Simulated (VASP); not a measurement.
# Ba (Im-3m) in VASP: a series of runs

Runs on Ba. Level: LDA. Tasks: single point, relaxation of cell and atoms.

Everything below comes from runs of VASP 6.6.1. Logs are shortened: lines on timing, memory, paths and dates and some standing lists are left out, and cuts for length are marked.

### 1 The cell of the first run

It takes space group Im-3m (No. 229, cubic). Conventional cell: a = 4.734 Å, b = 4.734 Å, c = 4.734 Å, α = 90.00°, β = 90.00°, γ = 90.00°. Within 5.4 Å of Ba (site symmetry m-3m) lie 14 Ba at 4.10 to 4.73 Å.

### 2 Single point, LDA

The input, INCAR:

```
  ALGO = Normal
  EDIFF = 1E-7
  ENCUT = 520
  ISIF = 2
  ISMEAR = 1
  LASPH = T
  LCHARG = F
  LREAL = F
  LWAVE = F
  NBANDS = 11
  NELM = 100
  PREC = Accurate
  SIGMA = 0.1
```

The input, KPOINTS:

```
k-points
0
Gamma
  5 5 5
```

The input, POSCAR:

```
Ba
1.0
   -2.3669654048      2.3669654048      2.3669654048
    2.3669654048     -2.3669654048      2.3669654048
    2.3669654048      2.3669654048     -2.3669654048
Ba
1
Direct
    0.0000000000      0.0000000000      0.0000000000
```

Potentials or basis: VASP PAW LDA potentials, release 64 (Ba_sv).

The run is started by

```console
cat potpaw_LDA.64/Ba_sv/POTCAR > POTCAR
mpirun -np 1 vasp_std > vasp.out
```

OUTCAR:

```text
EDIFF = 1E-7
   ENCUT = 520
   ISIF = 2
   ISMEAR = 1
   LASPH = T
   LREAL = F
   NELM = 100
   PREC = Accurate

 ion  position               nearest neighbor table
   1  0.000  0.000  0.000-

  LATTYP: Found a body centered cubic cell.
 ALAT       =     4.7339308096

  Lattice vectors:

 A1 = (  -2.3669654048,   2.3669654048,   2.3669654048)
 A2 = (   2.3669654048,  -2.3669654048,   2.3669654048)
 A3 = (   2.3669654048,   2.3669654048,  -2.3669654048)

Analysis of symmetry for initial positions (statically):
=====================================================================
 Subroutine PRICEL returns:
 Original cell was already a primitive cell.

 Routine SETGRP: Setting up the symmetry group for a
 body centered cubic supercell.

 Subroutine GETGRP returns: Found 48 space group operations
 (whereof 48 operations were pure point group operations)
 out of a pool of 48 trial point group operations.

The static configuration has the point symmetry O_h .

Analysis of symmetry for dynamics (positions and initial velocities):
=====================================================================
 Subroutine PRICEL returns:
 Original cell was already a primitive cell.

 Routine SETGRP: Setting up the symmetry group for a
 body centered cubic supercell.

 Subroutine GETGRP returns: Found 48 space group operations
 (whereof 48 operations were pure point group operations)
 out of a pool of 48 trial point group operations.

The dynamic configuration has the point symmetry O_h .

 Subroutine INISYM returns: Found 48 space group operations
 (whereof 48 operations are pure point group operations),
 and found     1 'primitive' translations

----------------------------------------------------------------------------------------

                                     Primitive cell

  volume of cell :      53.0439

  direct lattice vectors                    reciprocal lattice vectors
    -2.366965405  2.366965405  2.366965405     0.000000000  0.211240941  0.211240941
     2.366965405 -2.366965405  2.366965405     0.211240941  0.000000000  0.211240941
     2.366965405  2.366965405 -2.366965405     0.211240941  0.211240941  0.000000000

  length of vectors
     4.099704341  4.099704341  4.099704341     0.298739804  0.298739804  0.298739804

  position of ions in fractional coordinates (direct lattice)
     0.000000000  0.000000000  0.000000000
[... 64 lines left out ...]
   NSW    =      0    number of steps for IOM
   IBRION =     -1    ionic relax: 0-MD 1-quasi-New 2-CG
   NFREE  =      0    steps in history (QN), initial steepest desc. (CG)
   ISIF   =      2    stress and relaxation
   ISYM   =      2    0-nonsym 1-usesym 2-fastsym
   POTIM  = 0.5000    time-step for ionic-motion
   TEBEG  =    0.0;   TEEND  =   0.0 temperature during run
   PSTRESS=    0.0 pullay stress
   NELECT =      10.0000    total number of electrons
   NUPDOWN=      -1.0000    fix difference up-down
   EMIN   =  10.00;   EMAX   =-10.00  energy-range for DOS
   EFERMI =   0.00;   METHOD = LEGACY
   ISMEAR =     1;   SIGMA  =   0.10  broadening in eV -4-tet -1-fermi 0-gaus
   EFERMI_NEDOS =   21; number of points for ismear=-14 and -15
   IALGO  =     38    algorithm
   IMIX   =      4    mixing-type and parameters
     AMIX     =   0.40;   BMIX     =  1.00
     AMIX_MAG =   1.60;   BMIX_MAG =  1.00
  volume/ion in A,a.u.               =      53.04       357.96
  Fermi-wavevector in a.u.,A,eV,Ry     =   0.938706  1.773897 11.989031  0.881169
  Thomas-Fermi vector in A             =   2.065945
   LORBIT       =      0    0 simple, 1 ext, 2 COOP (PROOUT), +10 PAW based schemes
   GGA     = CA    functional components
   LHFCALC =     F    Hartree Fock is set to
   AEXX    =    0.0000 exact exchange contribution
   IVDW    =     0    specifies the selected vdW correction
   LEPSILON=     F    determine dielectric tensor
   LRPA    =     F    only Hartree local field effects (RPA)
 non-spin polarized calculation
 Methfessel and Paxton  Order N= 1 SIGMA  =   0.10
  energy-cutoff  :      520.00
  volume of cell :       53.04
 maximum number of plane-waves:      1437
   NGX = 15   NGY = 15   NGZ = 15

 number of electron      10.0000002 magnetization

 Free energy of the ion-electron system (eV)
  ---------------------------------------------------
  ext. energy  EPLUGINS =         0.00000000
  ---------------------------------------------------
  free energy    TOTEN  =        -2.26665294 eV

  energy without entropy =       -2.26327991  energy(sigma->0) =       -2.26552860

 E-fermi :   2.0696     XC(G=0):  -8.1957

 val. band max:        2.0546713830   @ k =  -0.4000  -0.4000   0.2000
 cond. band min:       2.5191421014   @ k =   0.2000   0.2000   0.2000
 fundamental gap:      0.4644707183
 Fermi energy:         2.0696258933

 k-point     1 :       0.0000    0.0000    0.0000
  band No.  band energies     occupation
      1     -26.5290      2.00000
      2     -11.3521      2.00000
      3     -11.3521      2.00000
      4     -11.3521      2.00000
      5      -0.7738      2.00000
      6       3.9770     -0.00000
      7       3.9770     -0.00000
      8       3.9770     -0.00000
      9       5.6905      0.00000
     10       5.6905      0.00000
     11       9.5114      0.00000
[... 113 lines left out ...]
 k-point    10 :      -0.4000    0.4000    0.4000
  band No.  band energies     occupation
      1     -26.3837      2.00000
      2     -11.9001      2.00000
      3     -11.8428      2.00000
      4     -11.8428      2.00000
      5       1.4721      2.00000
      6       1.5678      2.00000
      7       5.6586      0.00000
      8       5.6586      0.00000
      9       6.3997      0.00000
     10       6.9684      0.00000
     11       9.7262      0.00000

------------------------ aborting loop because EDIFF is reached ----------------------------------------

  FORCE on cell =-STRESS in cart. coord.  units (eV):
  Direction    XX          YY          ZZ          XY          YZ          ZX
  --------------------------------------------------------------------------------------
  -------------------------------------------------------------------------------------
  Total        0.0250239      0.0250239      0.0250239     -0.0000000     -0.0000000      0.0000000
  in kB        0.7558396      0.7558396      0.7558396     -0.0000000     -0.0000000      0.0000000
  external PRESSURE =       0.7558396 kB  Pullay stress =       0.0000000 kB

 VOLUME and BASIS-vectors are now :
 -----------------------------------------------------------------------------
  energy-cutoff  :      520.00
  volume of cell :       53.04
      direct lattice vectors                 reciprocal lattice vectors
    -2.366965405  2.366965405  2.366965405     0.000000000  0.211240941  0.211240941
     2.366965405 -2.366965405  2.366965405     0.211240941  0.000000000  0.211240941
     2.366965405  2.366965405 -2.366965405     0.211240941  0.211240941  0.000000000

 POSITION                                       TOTAL-FORCE (eV/Angst)
 -----------------------------------------------------------------------------------
      0.00000      0.00000      0.00000        -0.000000      0.000000     -0.000000
 -----------------------------------------------------------------------------------
    total drift:                               -0.000000     -0.000000      0.000000

  FREE ENERGIE OF THE ION-ELECTRON SYSTEM (eV)
  ---------------------------------------------------
  free  energy   TOTEN  =        -2.2666529363 eV

  energy  without entropy=       -2.2632799128  energy(sigma->0) =       -2.26552860
```

It took 4.2 s on 1 thread of Intel Xeon Platinum 8559C (Emerald Rapids), shared host; peak memory 0.14 GiB.

What came out:

```
Free energy            : -2.2667 eV
Pressure               : 0.1 GPa
Band gap on the k mesh : zero (band 5 reaches 2.52 eV, above the bottom of band 6 at 1.57 eV)
```

Levels at points of the mesh, in eV from the Fermi level:
```
           k point  band 3  band 4  band 5  band 6  band 7  band 8
(0.00, 0.00, 0.00)  -13.42  -13.42   -2.84    1.91    1.91    1.91
```

Caveat: the k points lie up to 0.38 Å⁻¹ apart; spin-orbit coupling is left out, which moves the levels of the heavy elements.

### 3 Relaxation of cell and atoms, LDA

This run uses another cell than the first one, of 62.99 Å³/atom, 1.187 times its volume.

The input, INCAR:

```
SYSTEM = Ba
ALGO = Normal ; EDIFF = 1E-6
EDIFFG = -0.01 ; ENCUT = 600
GGA = CA ; IBRION = 2
ISIF = 3 ; ISMEAR = 1
LASPH = .True. ; LCHARG = .False.
LREAL = .False. ; LWAVE = .False.
NELM = 80 ; NSW = 80
PREC = Accurate ; SIGMA = 0.1
```

The input, KPOINTS:

```
k-points
0
Gamma
  5 5 5
  0 0 0
```

The input, POSCAR:

```
Ba
1.0
   -2.5065000000      2.5065000000      2.5065000000
    2.5065000000     -2.5065000000      2.5065000000
    2.5065000000      2.5065000000     -2.5065000000
Ba
1
Direct
    0.0000000000      0.0000000000      0.0000000000
```

Potentials or basis: VASP PAW LDA potentials, release 64 (Ba_sv).

The run is started by

```console
cat potpaw_LDA.64/Ba_sv/POTCAR > POTCAR
mpirun -np 1 vasp_std > vasp.out
```

Wall time 16 s (1 thread of Intel Xeon Platinum 8559C (Emerald Rapids), shared host); peak memory 0.17 GiB.

Results (log left out):

- Free energy: -2.2668 eV
- Relaxed volume: 53.35 Å³/atom
- Relaxed cell: a = 4.108 Å, b = 4.108 Å, c = 4.108 Å, α = 109.47°, β = 109.47°, γ = 109.47°
- Space group after relaxing (to 0.05 Å): Im-3m (No. 229)
- Energy gained by relaxing: 49.3 meV/atom
- Ionic steps: 4
- Pressure after relaxing: 0.0 GPa
- Band gap on the k mesh: zero (band 5 reaches 2.49 eV, above the bottom of band 6 at 1.55 eV)

Step by step:
```csv
step,energy change (eV),largest force (eV/Å),pressure (GPa),volume (Å³)
1,0.0000,0.0000,-1.48,62.99
2,-0.0376,0.0000,-0.81,57.83
3,-0.0490,0.0000,-0.14,54.08
4,-0.0493,0.0000,0.01,53.35
```

Final structure:
```yaml
crystal:
  lattice:
    - [-2.37155, 2.37155, 2.37155]
    - [2.37155, -2.37155, 2.37155]
    - [2.37155, 2.37155, -2.37155]
  atoms:
    - { symbol: Ba, position: [0.00000, 0.00000, 0.00000] }
```

Levels at points of the mesh, in eV from the Fermi level:
| k point | band 2 | band 3 | band 4 | band 5 | band 6 | band 7 | band 8 | band 9 |
| --- | --- | --- | --- | --- | --- | --- | --- | --- |
| (0.00, 0.00, 0.00) | -13.44 | -13.44 | -13.44 | -2.84 | 1.90 | 1.90 | 1.90 | 3.60 |

Caveat: the volume moved by over 15 % at a fixed basis, so the end points are rough; spin-orbit coupling is left out, which moves the levels of the heavy elements; the volume moved by -15 % from the deposited cell, more than functionals usually miss. Zero-point motion and thermal expansion aren't in these numbers.
